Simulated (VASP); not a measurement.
BeB3P2, 6 atoms in the cell. The structure is trigonal, space group R-3m (No. 166). The conventional cell has a = 6.217 Å, b = 6.217 Å, c = 7.201 Å, α = 90.00°, β = 90.00°, γ = 120.00°. Be (site symmetry -3m) has 2 P at 2.05 Å within 2.7 Å. Within 2.4 Å of B (site symmetry 2/m) lie 2 P at 1.83 Å. Within 2.4 Å of P (site symmetry 3m) lie 3 B at 1.83 Å and 1 Be at 2.05 Å. 

| Item | Value |
| --- | --- |
| Program | VASP 6.6.1 |
| Task | single point |
| Functional | PBE |
| Potentials or basis | VASP PAW PBE potentials, release 64 (Be, B, P) |
| Cutoff | 520 eV |
| k mesh | 6 × 6 × 6 |
| Occupations | gaussian, width 0.1 eV |
| Spin | no spin polarisation |
| Dipole correction | no |
| Further INCAR settings | ALGO = Normal; EDIFF = 1e-06; NBANDS = 20 |

Potentials or basis: VASP PAW PBE potentials, release 64 (Be, B, P).

Launch:

```console
$ cat potpaw_PBE.64/Be/POTCAR potpaw_PBE.64/B/POTCAR potpaw_PBE.64/P/POTCAR > POTCAR
$ mpirun -np 1 vasp_std > vasp.out
```

Hardware: 1 thread of Intel(R) Xeon(R) Platinum 8259CL CPU @ 2.50GHz (Skylake/Cascade Lake) (shared host).

Problem. How long does it take, and how much memory?

Solution. Wall time 40 s on 1 thread of Intel(R) Xeon(R) Platinum 8259CL CPU @ 2.50GHz (Skylake/Cascade Lake) (shared host), peak memory 0.2 GiB. Counts: scf iterations 13, k points 32.
